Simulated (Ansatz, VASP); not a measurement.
PbF2 in VASP and in Ansatz

File INCAR:

```
PREC     = Accurate       # precision mode
ENCUT    = 600            # plane-wave cutoff, eV
EDIFF    = 1E-6           # SCF threshold, eV
ISMEAR   = -1             # smearing method
SIGMA    = 0.05           # smearing width, eV
LREAL    = F              # projectors in reciprocal space
LASPH    = T              # aspherical terms in the spheres
NELM     = 120            # most SCF steps
ALGO     = Normal         # electronic algorithm
ISIF     = 2              # what is computed and relaxed
LWAVE    = F              # write WAVECAR
LCHARG   = T              # write CHGCAR
GGA      = PE             # functional
LELF     = T              # ELF
LVHAR    = T            
NBANDS   = 21             # bands
GGA_COMPAT= F
```

The input KPOINTS:

```
regular mesh
0
Gamma
  6 6 6
```

File POSCAR:

```
PbF2
1.0
    0.0000000000      2.9604388884      2.9604388884
    2.9604388884      0.0000000000      2.9604388884
    2.9604388884      2.9604388884      0.0000000000
Pb F
1 2
Direct
    0.0000000000      0.0000000000      0.0000000000
    0.2500000000      0.2500000000      0.2500000000
    0.7500000000      0.7500000000      0.7500000000
```

Input for Ansatz:

```yaml
crystal:
  lattice:
    - [0.0, 2.9604388884, 2.9604388884]
    - [2.9604388884, 0.0, 2.9604388884]
    - [2.9604388884, 2.9604388884, 0.0]
  atoms:
    - { symbol: Pb, position: [0.0, 0.0, 0.0] }
    - { symbol: F, position: [0.25, 0.25, 0.25] }
    - { symbol: F, position: [0.75, 0.75, 0.75] }
kpoints:
  mp_grid: { grid: [6, 6, 6] }
hamiltonian:
  xc: pbe
scf:
  occupations: { method: fermi_dirac, width: 0.05 }
  n_extra_bands: 4
output:
  forces: true
  stress: true
  eigenvalues: true
```

Alike in both runs: task single point; functional PBE; k mesh 6 × 6 × 6; occupations fermi-dirac, width 0.05 eV; no spin polarisation.

|  | VASP | Ansatz |
| --- | --- | --- |
| version | VASP 6.6.1 | Ansatz 0.2.0 |
| potentials or method | VASP PAW PBE potentials, release 64 (Pb_d, F) | plane waves |
| plane-wave cutoff (eV) | 600 | 420 |
| valence electrons in the cell | 28 | 28 |

Ansatz gave:

* gap on the k mesh at the Fermi level (eV): 4.44
* pressure (GPa): 2.9

Task: What did VASP give for the same quantities?

Result: gap on the k mesh at the Fermi level (eV): 4.44; pressure (GPa): 2.7.

With one functional, cell and mesh, what is left measures potentials, basis and numerics.

Neither program's run includes spin-orbit coupling.
